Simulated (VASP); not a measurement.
# GaP (F-43m) in VASP: a series of runs

GaP is run at these levels: PBE; tasks: single point.

Everything below comes from runs of VASP 6.6.1. Logs are shortened: lines on timing, memory, paths and dates and some standing lists are left out, and cuts for length are marked.

## (1) The cell of the first run

Symmetry: F-43m, No. 216, cubic system. The conventional cell has a = 5.451 Å, b = 5.451 Å, c = 5.451 Å, α = 90.00°, β = 90.00°, γ = 90.00°. Ga (site symmetry -43m) has 4 P at 2.36 Å within 3.1 Å. P (site symmetry -43m) has 4 Ga at 2.36 Å within 3.1 Å.

## (2) Single point, PBE

INCAR

```
ALGO = Normal ; EDIFF = 1E-6
ENCUT = 500 ; GGA = PE
GGA_COMPAT = False ; ISIF = 2
ISMEAR = 0 ; LASPH = True
LCHARG = False ; LREAL = False
LWAVE = False ; NBANDS = 16
NELM = 120 ; PREC = Accurate
SIGMA = 0.01
```

KPOINTS

```
k-points
0
Gamma
  2 2 2
```

POSCAR

```
GaP
1.0
    0.0000000000      2.7255000000      2.7255000000
    2.7255000000      0.0000000000      2.7255000000
    2.7255000000      2.7255000000      0.0000000000
Ga P
1 1
Direct
    0.0000000000      0.0000000000      0.0000000000
    0.2500000000      0.2500000000      0.2500000000
```

Potentials or basis: VASP PAW PBE potentials, release 64 (Ga_d, P).

The run is started by

```bash
cat potpaw_PBE.64/Ga_d/POTCAR potpaw_PBE.64/P/POTCAR > POTCAR
mpirun -np 1 vasp_std > vasp.out
```

OUTCAR:

```text
EDIFF = 1E-6
   ENCUT = 500
   GGA = PE
   ISIF = 2
   ISMEAR = 0
   LASPH = True
   LREAL = False
   NELM = 120
   PREC = Accurate

 ion  position               nearest neighbor table
   1  0.000  0.000  0.000-   2 2.36   2 2.36   2 2.36   2 2.36
   2  0.250  0.250  0.250-   1 2.36   1 2.36   1 2.36   1 2.36

  LATTYP: Found a face centered cubic cell.
 ALAT       =     5.4510000000

  Lattice vectors:

 A1 = (   0.0000000000,   2.7255000000,   2.7255000000)
 A2 = (   2.7255000000,   0.0000000000,   2.7255000000)
 A3 = (   2.7255000000,   2.7255000000,   0.0000000000)

Analysis of symmetry for initial positions (statically):
=====================================================================
 Subroutine PRICEL returns:
 Original cell was already a primitive cell.

 Routine SETGRP: Setting up the symmetry group for a
 face centered cubic supercell.

 Subroutine GETGRP returns: Found 24 space group operations
 (whereof 24 operations were pure point group operations)
 out of a pool of 48 trial point group operations.

The static configuration has the point symmetry T_d .

Analysis of symmetry for dynamics (positions and initial velocities):
=====================================================================
 Subroutine PRICEL returns:
 Original cell was already a primitive cell.

 Routine SETGRP: Setting up the symmetry group for a
 face centered cubic supercell.

 Subroutine GETGRP returns: Found 24 space group operations
 (whereof 24 operations were pure point group operations)
 out of a pool of 48 trial point group operations.

The dynamic configuration has the point symmetry T_d .

 Subroutine INISYM returns: Found 24 space group operations
 (whereof 24 operations are pure point group operations),
 and found     1 'primitive' translations

----------------------------------------------------------------------------------------

                                     Primitive cell

  volume of cell :      40.4919

  direct lattice vectors                    reciprocal lattice vectors
     0.000000000  2.725500000  2.725500000    -0.183452578  0.183452578  0.183452578
     2.725500000  0.000000000  2.725500000     0.183452578 -0.183452578  0.183452578
     2.725500000  2.725500000  0.000000000     0.183452578  0.183452578 -0.183452578

  length of vectors
     3.854439064  3.854439064  3.854439064     0.317749185  0.317749185  0.317749185

  position of ions in fractional coordinates (direct lattice)
     0.000000000  0.000000000  0.000000000
     0.250000000  0.250000000  0.250000000

  ion indices of the primitive-cell ions
   primitive index   ion index
                 1           1
                 2           2

----------------------------------------------------------------------------------------

 KPOINTS: k-points

Automatic generation of k-mesh.
 Grid dimensions read from file:
 generate k-points for:    2    2    2

 Generating k-lattice:

  Cartesian coordinates                     Fractional coordinates (reciprocal lattice)
    -0.091726289  0.091726289  0.091726289     0.500000000  0.000000000  0.000000000
     0.091726289 -0.091726289  0.091726289     0.000000000  0.500000000  0.000000000
     0.091726289  0.091726289 -0.091726289     0.000000000  0.000000000  0.500000000

  Length of vectors
     0.158874593  0.158874593  0.158874593

  Shift w.r.t. Gamma in fractional coordinates (k-lattice)
     0.000000000  0.000000000  0.000000000

 Subroutine IBZKPT returns following result:
 ===========================================

 Found      3 irreducible k-points:

 Following reciprocal coordinates:
            Coordinates               Weight
  0.000000  0.000000  0.000000      1.000000
  0.500000  0.000000  0.000000      4.000000
  0.500000  0.500000  0.000000      3.000000
   k-points           NKPTS =      3   k-points in BZ     NKDIM =      3   number of bands    NBANDS=     16
   number of dos      NEDOS =    301   number of ions     NIONS =      2
   total plane-waves  NPLWV =  21952
   dimension x,y,z NGX =    28 NGY =   28 NGZ =   28
   dimension x,y,z NGXF=    56 NGYF=   56 NGZF=   56
   ions per type =               1   1
   NGX,Y,Z   is equivalent  to a cutoff of  12.08, 12.08, 12.08 a.u.
   NGXF,Y,Z  is equivalent  to a cutoff of  24.15, 24.15, 24.15 a.u.
 SYSTEM =  unknown system
   PREC   = accura    normal or accurate (medium, high low for compatibility)
   ISTART =      0    job   : 0-new  1-cont  2-samecut
   ICHARG =      2    charge: 1-file 2-atom 10-const
   ISPIN  =      1    spin polarized calculation?
   LNONCOLLINEAR =      F non collinear calculations
   LSORBIT =      F    spin-orbit coupling
   LASPH  =      T    aspherical Exc in radial PAW
   ENCUT  =  500.0 eV  36.75 Ry    6.06 a.u.   7.03  7.03  7.03*2*pi/ulx,y,z
   NELM   =    120;   NELMIN=  2; NELMDL= -5     # of ELM steps
   EDIFF  = 0.1E-05   stopping-criterion for ELM
   LREAL  =      F    real-space projection
   EDIFFG = 0.1E-04   stopping-criterion for IOM
   NSW    =      0    number of steps for IOM
   IBRION =     -1    ionic relax: 0-MD 1-quasi-New 2-CG
   NFREE  =      0    steps in history (QN), initial steepest desc. (CG)
   ISIF   =      2    stress and relaxation
   ISYM   =      2    0-nonsym 1-usesym 2-fastsym
   POTIM  = 0.5000    time-step for ionic-motion
   TEBEG  =    0.0;   TEEND  =   0.0 temperature during run
   PSTRESS=    0.0 pullay stress
   NELECT =      18.0000    total number of electrons
   NUPDOWN=      -1.0000    fix difference up-down
   EMIN   =  10.00;   EMAX   =-10.00  energy-range for DOS
   EFERMI =   0.00;   METHOD = LEGACY
   ISMEAR =     0;   SIGMA  =   0.01  broadening in eV -4-tet -1-fermi 0-gaus
   EFERMI_NEDOS =   21; number of points for ismear=-14 and -15
   IALGO  =     38    algorithm
   IMIX   =      4    mixing-type and parameters
     AMIX     =   0.40;   BMIX     =  1.00
     AMIX_MAG =   1.60;   BMIX_MAG =  1.00
  volume/ion in A,a.u.               =      20.25       136.63
  Fermi-wavevector in a.u.,A,eV,Ry     =   1.249423  2.361067 21.239480  1.561058
  Thomas-Fermi vector in A             =   2.383464
   LORBIT       =      0    0 simple, 1 ext, 2 COOP (PROOUT), +10 PAW based schemes
   GGA     = PE    functional components
   LHFCALC =     F    Hartree Fock is set to
   AEXX    =    0.0000 exact exchange contribution
   IVDW    =     0    specifies the selected vdW correction
   LEPSILON=     F    determine dielectric tensor
   LRPA    =     F    only Hartree local field effects (RPA)
 non-spin polarized calculation
 Gauss-broadening in eV      SIGMA  =   0.01
  energy-cutoff  :      500.00
  volume of cell :       40.49
 maximum number of plane-waves:      1056
 NGX is ok and might be reduce to    28
   NGX = 13   NGY = 13   NGZ = 13

 number of electron      18.0000016 magnetization

 Free energy of the ion-electron system (eV)
  ---------------------------------------------------
  ext. energy  EPLUGINS =         0.00000000
  ---------------------------------------------------
  free energy    TOTEN  =        -6.88517482 eV

  energy without entropy =       -6.88517482  energy(sigma->0) =       -6.88517482

 E-fermi :   5.1202     XC(G=0):  -9.6401

 val. band max:        5.0230776734   @ k =   0.0000   0.0000   0.0000
 cond. band min:       6.4844557775   @ k =   0.5000   0.5000   0.0000
 fundamental gap:      1.4613781040
 Fermi energy:         5.1201863214

 k-point     1 :       0.0000    0.0000    0.0000
  band No.  band energies     occupation
      1      -9.9092      2.00000
      2      -9.9092      2.00000
      3      -9.9092      2.00000
      4      -9.8206      2.00000
      5      -9.8206      2.00000
      6      -7.5336      2.00000
[... 8 lines left out ...]
     15      14.6185      0.00000
     16      14.6185      0.00000

 k-point     2 :       0.5000    0.0000    0.0000
  band No.  band energies     occupation
      1      -9.9761      2.00000
      2      -9.8862      2.00000
      3      -9.8862      2.00000
      4      -9.8124      2.00000
      5      -9.8124      2.00000
      6      -5.4265      2.00000
[... 8 lines left out ...]
     15      16.5726      0.00000
     16      16.5726      0.00000

 k-point     3 :       0.5000    0.5000    0.0000
  band No.  band energies     occupation
      1     -10.0110      2.00000
      2      -9.8549      2.00000
      3      -9.8462      2.00000
      4      -9.8462      2.00000
      5      -9.7993      2.00000
      6      -4.4713      2.00000
[... 8 lines left out ...]
     15      17.2900      0.00000
     16      17.9450      0.00000

------------------------ aborting loop because EDIFF is reached ----------------------------------------

  FORCE on cell =-STRESS in cart. coord.  units (eV):
  Direction    XX          YY          ZZ          XY          YZ          ZX
  --------------------------------------------------------------------------------------
  -------------------------------------------------------------------------------------
  Total        2.3627721      2.3627721      2.3627721      0.0000000     -0.0000000      0.0000000
  in kB       93.4897187     93.4897187     93.4897187      0.0000000     -0.0000000      0.0000000
  external PRESSURE =      93.4897187 kB  Pullay stress =       0.0000000 kB

 VOLUME and BASIS-vectors are now :
 -----------------------------------------------------------------------------
  energy-cutoff  :      500.00
  volume of cell :       40.49
      direct lattice vectors                 reciprocal lattice vectors
     0.000000000  2.725500000  2.725500000    -0.183452578  0.183452578  0.183452578
     2.725500000  0.000000000  2.725500000     0.183452578 -0.183452578  0.183452578
     2.725500000  2.725500000  0.000000000     0.183452578  0.183452578 -0.183452578

 POSITION                                       TOTAL-FORCE (eV/Angst)
 -----------------------------------------------------------------------------------
      0.00000      0.00000      0.00000        -0.000000     -0.000000      0.000000
      1.36275      1.36275      1.36275         0.000000      0.000000      0.000000
 -----------------------------------------------------------------------------------
    total drift:                                0.000001      0.000001      0.000001

  FREE ENERGIE OF THE ION-ELECTRON SYSTEM (eV)
  ---------------------------------------------------
  free  energy   TOTEN  =        -6.8851748160 eV

  energy  without entropy=       -6.8851748160  energy(sigma->0) =       -6.88517482
```

Run time: 6.4 s. Hardware: 1 thread of Intel Xeon 8259CL, shared host; peak memory 0.15 GiB.

Results:

| Quantity | Value |
| --- | --- |
| Free energy | -6.8852 eV |
| Pressure | 9.3 GPa |
| Band gap on the k mesh | 1.46 eV, indirect (least direct gap 1.76 eV) |

Levels at points of the mesh, in eV from the valence-band top:
```tsv
k point	band 6	band 7	band 8	band 9	band 10	band 11	band 12	band 13
(0.00, 0.00, 0.00)	-12.56	0.00	0.00	0.00	1.76	3.65	3.65	3.65
(0.50, 0.00, 0.00)	-10.45	-6.79	-1.17	-1.17	1.53	4.50	4.50	8.19
(0.50, 0.50, 0.00)	-9.49	-6.95	-2.78	-2.78	1.46	1.66	10.46	10.46
```

Caveat: the k points lie up to 1.00 Å⁻¹ apart. PBE gaps usually lie below the measured ones, often by a third to a half.

## (3) Single point, PBE

INCAR

```
PREC     = Accurate       # precision mode
ENCUT    = 500            # plane-wave cutoff, eV
EDIFF    = 1E-6           # SCF threshold, eV
ISMEAR   = 0              # smearing method
SIGMA    = 0.01           # smearing width, eV
LREAL    = F              # projectors in reciprocal space
LASPH    = T              # aspherical terms in the spheres
NELM     = 120            # most SCF steps
ALGO     = Normal         # electronic algorithm
ISIF     = 2              # what is computed and relaxed
LWAVE    = F              # write WAVECAR
LCHARG   = F              # write CHGCAR
GGA      = PE             # functional
NBANDS   = 16             # bands
GGA_COMPAT= F
```

KPOINTS

```
Automatic mesh
0
Gamma
  4 4 4
```

POSCAR is that of step 2.

Potentials or basis: VASP PAW PBE potentials, release 64 (Ga_d, P).

The run is started by

```bash
cat potpaw_PBE.64/Ga_d/POTCAR potpaw_PBE.64/P/POTCAR > POTCAR
mpirun -np 1 vasp_std > vasp.out
```

Run time: 8.7 s. Hardware: 1 thread of Intel Xeon 8259CL, shared host; peak memory 0.15 GiB.

It converged, with:

- Free energy: -8.9762 eV
- Pressure: 2.8 GPa
- Band gap on the k mesh: 1.63 eV, indirect (least direct gap 1.81 eV)

Levels at points of the mesh, in eV from the valence-band top:
```csv
k point,band 5,band 6,band 7,band 8,band 9,band 10,band 11,band 12,band 13,band 14
"(0.00, 0.00, 0.00)",-14.50,-12.50,0.00,0.00,0.00,1.81,3.86,3.86,3.86,8.79
"(0.50, 0.00, 0.00)",-14.49,-10.43,-6.65,-1.12,-1.12,1.65,4.69,4.69,8.27,10.89
"(0.50, 0.50, 0.00)",-14.48,-9.52,-6.78,-2.69,-2.69,1.63,1.80,10.58,10.58,11.20
```

Caveat: the k points lie up to 0.50 Å⁻¹ apart.
